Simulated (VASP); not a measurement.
# Se (P3_121) in VASP: a series of runs, part 2 of 2

VASP 6.6.1. The steps go on from the part before.

## (3) Electric field gradients, PBE (zz strain of -3 %)

INCAR

```
SYSTEM = Se
  PREC = Accurate
  ENCUT = 520
  EDIFF = 1E-8
  ISMEAR = -1
  SIGMA = 0.03
  LREAL = .False.
  LASPH = .True.
  NELM = 60
  ALGO = Normal
  ISIF = 2
  LWAVE = .False.
  LCHARG = .False.
  GGA = PE
  LEFG = .True.
  NBANDS = 16
```

KPOINTS

```
regular mesh
0
Gamma
  6 6 5
  0 0 0
```

POSCAR

```
Se
1.0
    4.3661999489      0.0000000000      0.0000000000
   -2.1830999745      3.7812400738      0.0000000000
    0.0000000000      0.0000000000      4.8049920000
Se
3
Direct
    0.2254000000      0.0000000000      0.3333333333
    0.0000000000      0.2254000000      0.6666666667
    0.7746000000      0.7746000000      0.0000000000
```

Potentials or basis: VASP PAW PBE potentials, release 64 (Se).

Launch:

```sh
> cat potpaw_PBE.64/Se/POTCAR > POTCAR
> mpirun -np 1 vasp_std > vasp.out
```

OUTCAR:

```text
SYSTEM = Se
   PREC = Accurate
   ENCUT = 520
   EDIFF = 1E-8
   ISMEAR = -1
   LREAL = .False.
   LASPH = .True.
   NELM = 60
   ISIF = 2
   GGA = PE

 ion  position               nearest neighbor table
   1  0.225  0.000  0.333-   3 2.34   2 2.34
   2  0.000  0.225  0.667-   3 2.34   1 2.34
   3  0.775  0.775  0.000-   1 2.34   2 2.34

  LATTYP: Found a hexagonal cell.
 ALAT       =     4.3661999489
 C/A-ratio  =     1.1004974706

  Lattice vectors:

 A1 = (   4.3661999489,   0.0000000000,   0.0000000000)
 A2 = (  -2.1830999745,   3.7812400738,   0.0000000000)
 A3 = (   0.0000000000,   0.0000000000,   4.8049920000)

Analysis of symmetry for initial positions (statically):
=====================================================================
 Subroutine PRICEL returns:
 Original cell was already a primitive cell.

 Routine SETGRP: Setting up the symmetry group for a
[... 652 lines left out ...]
    -2.183099975  3.781240074  0.000000000     0.000000000  0.264463504  0.000000000
     0.000000000  0.000000000  4.804992000     0.000000000  0.000000000  0.208116892

 POSITION                                       TOTAL-FORCE (eV/Angst)
 -----------------------------------------------------------------------------------
      0.98414      0.00000      1.60166         0.840058     -0.000000     -0.000000
     -0.49207      0.85229      3.20333        -0.420029      0.727511      0.000000
      1.69103      2.92895      0.00000        -0.420029     -0.727511      0.000000
 -----------------------------------------------------------------------------------
    total drift:                               -0.000000     -0.000000     -0.000000

  FREE ENERGIE OF THE ION-ELECTRON SYSTEM (eV)
  ---------------------------------------------------
  free  energy   TOTEN  =       -10.3747423336 eV

  energy  without entropy=      -10.3747423335  energy(sigma->0) =      -10.37474233

 Electric field gradients (V/A^2)
---------------------------------------------------------------------
 ion       V_xx      V_yy      V_zz      V_xy      V_xz      V_yz
---------------------------------------------------------------------
   1     165.503  -322.575   157.073    -0.000     0.000   340.435
   2    -200.555    43.483   157.073  -211.344  -294.826  -170.218
   3    -200.555    43.483   157.072   211.344   294.826  -170.218
---------------------------------------------------------------------

 Electric field gradients after diagonalization (V/A^2)
 (convention: |V_zz| > |V_xx| > |V_yy|)
----------------------------------------------------------------------
 ion       V_xx      V_yy      V_zz     asymmetry (V_yy - V_xx)/ V_zz
----------------------------------------------------------------------
   1     333.676   165.503  -499.179       0.337
   2     333.676   165.503  -499.179       0.337
   3     333.676   165.502  -499.178       0.337
----------------------------------------------------------------------

           NMR quadrupolar parameters

 Cq : quadrupolar parameter    Cq=e*Q*V_zz/h
 eta: asymmetry parameters     (V_yy - V_xx)/ V_zz
 Q  : nuclear electric quadrupole moment in mb (millibarn)
----------------------------------------------------------------------
 ion       Cq(MHz)       eta       Q (mb)
----------------------------------------------------------------------
   1      -1.207       0.337       1.000
   2      -1.207       0.337       1.000
   3      -1.207       0.337       1.000
----------------------------------------------------------------------
```

OSZICAR:

```text
N       E                     dE             d eps       ncg     rms          rms(c)
DAV:   1     0.825549324264E+02    0.82555E+02   -0.72488E+03   864   0.935E+02
DAV:   2    -0.528620388282E+01   -0.87841E+02   -0.83553E+02  1176   0.155E+02
DAV:   3    -0.104205667866E+02   -0.51344E+01   -0.51167E+01  1008   0.430E+01
DAV:   4    -0.104553324205E+02   -0.34766E-01   -0.34755E-01  1192   0.421E+00
DAV:   5    -0.104555712840E+02   -0.23886E-03   -0.23886E-03  1040   0.343E-01    0.753E+00
DAV:   6    -0.103962585872E+02    0.59313E-01   -0.34065E-02  1104   0.114E+00    0.465E+00
DAV:   7    -0.103751379640E+02    0.21121E-01   -0.71278E-02  1000   0.163E+00    0.203E-01
DAV:   8    -0.103745884700E+02    0.54949E-03   -0.72194E-03  1032   0.528E-01    0.988E-02
DAV:   9    -0.103746902906E+02   -0.10182E-03   -0.27939E-04  1192   0.104E-01    0.339E-02
DAV:  10    -0.103747385637E+02   -0.48273E-04   -0.43926E-05  1048   0.445E-02    0.676E-03
DAV:  11    -0.103747422717E+02   -0.37079E-05   -0.65668E-06  1152   0.158E-02    0.352E-03
DAV:  12    -0.103747423246E+02   -0.52933E-07   -0.11245E-06  1160   0.680E-03    0.963E-04
DAV:  13    -0.103747423278E+02   -0.31788E-08   -0.20643E-07  1096   0.271E-03    0.524E-04
DAV:  14    -0.103747423336E+02   -0.58196E-08   -0.22391E-08  1104   0.937E-04
   1 F= -.10374742E+02 E0= -.10374742E+02  d E =-.778317E-10
```

stdout:

```text
POSCAR found type information on POSCAR Se
 POSCAR found :  1 types and       3 ions
 scaLAPACK will be used
 LDA part: xc-table for (Slater+PW92), standard interpolation
 POSCAR, INCAR and KPOINTS ok, starting setup
 FFT: planning ... GRIDC
 FFT: planning ... GRID_SOFT
 FFT: planning ... GRID
 WAVECAR not read
 entering main loop
ion   1

ion   2
     0.0000499     3.9998456     3.1308049    -2.4328419     5.4227132     2.3093119
     0.0000687     3.9998456     3.1308049    -2.4328418     5.4227131     2.3093119
     0.0000946     3.9998455     3.1308049    -2.4328418     5.4227131     2.3093119
     0.0001302     3.9998454     3.1308048    -2.4328418     5.4227130     2.3093118

     0.0000499   193.4203195   155.6917219  -124.3284314   269.6659727   111.6712735
     0.0000687   193.4155978   155.6879201  -124.3253964   269.6593878   111.6685475
     0.0000946   193.4079427   155.6817569  -124.3204765   269.6487127   111.6641278
     0.0001302   193.3955935   155.6718150  -124.3125410   269.6314929   111.6569980

ion   3
     0.0000499    -3.9998456     3.1308049    -2.4328419    -5.4227132     2.3093119
     0.0000687    -3.9998456     3.1308049    -2.4328418    -5.4227131     2.3093119
     0.0000946    -3.9998455     3.1308049    -2.4328418    -5.4227131     2.3093119
     0.0001302    -3.9998454     3.1308048    -2.4328418    -5.4227130     2.3093118

     0.0000499  -193.4203195   155.6917219  -124.3284314  -269.6659727   111.6712735
     0.0000687  -193.4155979   155.6879201  -124.3253964  -269.6593878   111.6685475
     0.0000946  -193.4079428   155.6817569  -124.3204765  -269.6487127   111.6641278
     0.0001302  -193.3955936   155.6718150  -124.3125410  -269.6314929   111.6569980
```

Wall time 88 s (1 thread of AMD EPYC 7R13, shared host); peak memory 0.15 GiB.

What came out:

- Free energy: -10.3747 eV
- Pressure: 5.7 GPa
- Largest force: 0.840 eV/Å
- Band gap on the k mesh: 1.25 eV, indirect (least direct gap 1.72 eV)

Forces on the atoms (eV/Å):
```
Se   0.840  0.000  0.000
Se  -0.420  0.728  0.000
Se  -0.420 -0.728  0.000
```

Levels at points of the mesh, in eV from the valence-band top:
| k point | band 6 | band 7 | band 8 | band 9 | band 10 | band 11 | band 12 | band 13 |
| --- | --- | --- | --- | --- | --- | --- | --- | --- |
| (0.00, 0.00, 0.00) | -3.90 | -2.15 | -2.15 | -0.37 | 2.13 | 2.13 | 2.20 | 6.34 |
| (0.50, 0.00, 0.00) | -3.55 | -2.85 | -1.79 | -0.95 | 2.12 | 2.49 | 4.36 | 5.32 |

Electric field gradients, principal values (V/Å²):
```csv
atom,least,middle,greatest (by size)
1 Se,165.503,333.676,-499.179
2 Se,165.503,333.676,-499.179
3 Se,165.502,333.676,-499.178
```

Caveat: the cell differs from its parent crystal (zz strain of -3 %); without QUAD_EFG the Cq values of the log hold for a quadrupole moment of 1 mb, not for the nuclei. A k mesh can miss the band edges.

## (4) Electric field gradients, PBE (zz strain of -3 %)

INCAR

```
PREC     = Accurate       # precision mode
ENCUT    = 520            # plane-wave cutoff, eV
EDIFF    = 1E-8           # SCF threshold, eV
ISMEAR   = -1             # smearing method
SIGMA    = 0.03           # smearing width, eV
LREAL    = F              # projectors in reciprocal space
LASPH    = T              # aspherical terms in the spheres
NELM     = 100            # most SCF steps
ALGO     = Normal         # electronic algorithm
ISIF     = 2              # what is computed and relaxed
LWAVE    = F              # write WAVECAR
LCHARG   = F              # write CHGCAR
GGA      = PE             # functional
LEFG     = T            
NBANDS   = 16             # bands
```

KPOINTS

```
regular mesh
0
Gamma
  6 6 5
```

POSCAR is that of step 3.

Potentials or basis: VASP PAW PBE potentials, release 64 (Se).

Launch:

```sh
> cat potpaw_PBE.64/Se/POTCAR > POTCAR
> mpirun -np 1 vasp_std > vasp.out
```

OUTCAR:

```text
PREC = Accurate
   ENCUT = 520
   EDIFF = 1E-8
   ISMEAR = -1
   LREAL = F
   LASPH = T
   NELM = 100
   ISIF = 2
   GGA = PE

 ion  position               nearest neighbor table
   1  0.225  0.000  0.333-   3 2.34   2 2.34
   2  0.000  0.225  0.667-   3 2.34   1 2.34
   3  0.775  0.775  0.000-   1 2.34   2 2.34

  LATTYP: Found a hexagonal cell.
 ALAT       =     4.3661999489
 C/A-ratio  =     1.1004974706

  Lattice vectors:

 A1 = (   4.3661999489,   0.0000000000,   0.0000000000)
 A2 = (  -2.1830999745,   3.7812400738,   0.0000000000)
[... 676 lines left out ...]

 Electric field gradients (V/A^2)
---------------------------------------------------------------------
 ion       V_xx      V_yy      V_zz      V_xy      V_xz      V_yz
---------------------------------------------------------------------
   1     165.503  -322.575   157.073    -0.000     0.000   340.435
   2    -200.555    43.483   157.073  -211.344  -294.826  -170.218
   3    -200.555    43.483   157.072   211.344   294.826  -170.218
---------------------------------------------------------------------

 Electric field gradients after diagonalization (V/A^2)
 (convention: |V_zz| > |V_xx| > |V_yy|)
----------------------------------------------------------------------
 ion       V_xx      V_yy      V_zz     asymmetry (V_yy - V_xx)/ V_zz
----------------------------------------------------------------------
   1     333.676   165.503  -499.179       0.337
   2     333.676   165.503  -499.179       0.337
   3     333.676   165.502  -499.178       0.337
----------------------------------------------------------------------

           NMR quadrupolar parameters

 Cq : quadrupolar parameter    Cq=e*Q*V_zz/h
 eta: asymmetry parameters     (V_yy - V_xx)/ V_zz
 Q  : nuclear electric quadrupole moment in mb (millibarn)
----------------------------------------------------------------------
 ion       Cq(MHz)       eta       Q (mb)
----------------------------------------------------------------------
   1      -1.207       0.337       1.000
   2      -1.207       0.337       1.000
   3      -1.207       0.337       1.000
----------------------------------------------------------------------
```

stdout:

```text
POSCAR found type information on POSCAR Se
 POSCAR found :  1 types and       3 ions
 scaLAPACK will be used
 LDA part: xc-table for (Slater+PW92), standard interpolation
 POSCAR, INCAR and KPOINTS ok, starting setup
 FFT: planning ... GRIDC
 FFT: planning ... GRID_SOFT
 FFT: planning ... GRID
 WAVECAR not read
 entering main loop
ion   1

ion   2
     0.0000499     3.9998456     3.1308049    -2.4328419     5.4227132     2.3093119
     0.0000687     3.9998456     3.1308049    -2.4328418     5.4227131     2.3093119
     0.0000946     3.9998455     3.1308049    -2.4328418     5.4227131     2.3093119
     0.0001302     3.9998454     3.1308048    -2.4328418     5.4227130     2.3093118

     0.0000499   193.4203195   155.6917219  -124.3284314   269.6659727   111.6712735
     0.0000687   193.4155978   155.6879201  -124.3253964   269.6593878   111.6685475
     0.0000946   193.4079427   155.6817569  -124.3204765   269.6487127   111.6641278
     0.0001302   193.3955935   155.6718150  -124.3125410   269.6314929   111.6569980

ion   3
     0.0000499    -3.9998456     3.1308049    -2.4328419    -5.4227132     2.3093119
     0.0000687    -3.9998456     3.1308049    -2.4328418    -5.4227131     2.3093119
     0.0000946    -3.9998455     3.1308049    -2.4328418    -5.4227131     2.3093119
     0.0001302    -3.9998454     3.1308048    -2.4328418    -5.4227130     2.3093118

     0.0000499  -193.4203195   155.6917219  -124.3284314  -269.6659727   111.6712735
     0.0000687  -193.4155979   155.6879201  -124.3253964  -269.6593878   111.6685475
     0.0000946  -193.4079428   155.6817569  -124.3204765  -269.6487127   111.6641278
     0.0001302  -193.3955936   155.6718150  -124.3125410  -269.6314929   111.6569980
```

Run time: 84 s. Hardware: 1 thread of AMD EPYC 7R13, shared host; peak memory 0.15 GiB.

Results:

| Quantity | Value |
| --- | --- |
| Free energy | -10.3747 eV |
| Pressure | 5.7 GPa |
| Largest force | 0.840 eV/Å |
| Band gap on the k mesh | 1.25 eV, indirect (least direct gap 1.72 eV) |

Forces in eV/Å, atoms in the order of the input:
```
Se   0.840  0.000  0.000
Se  -0.420  0.728  0.000
Se  -0.420 -0.728  0.000
```

Electric field gradients, principal values (V/Å²):
| atom | least | middle | greatest (by size) |
| --- | --- | --- | --- |
| 1 Se | 165.503 | 333.676 | -499.179 |
| 2 Se | 165.503 | 333.676 | -499.179 |
| 3 Se | 165.502 | 333.676 | -499.178 |

Caveat: the cell differs from its parent crystal (zz strain of -3 %); without QUAD_EFG the Cq values of the log hold for a quadrupole moment of 1 mb, not for the nuclei. A k mesh can miss the band edges.
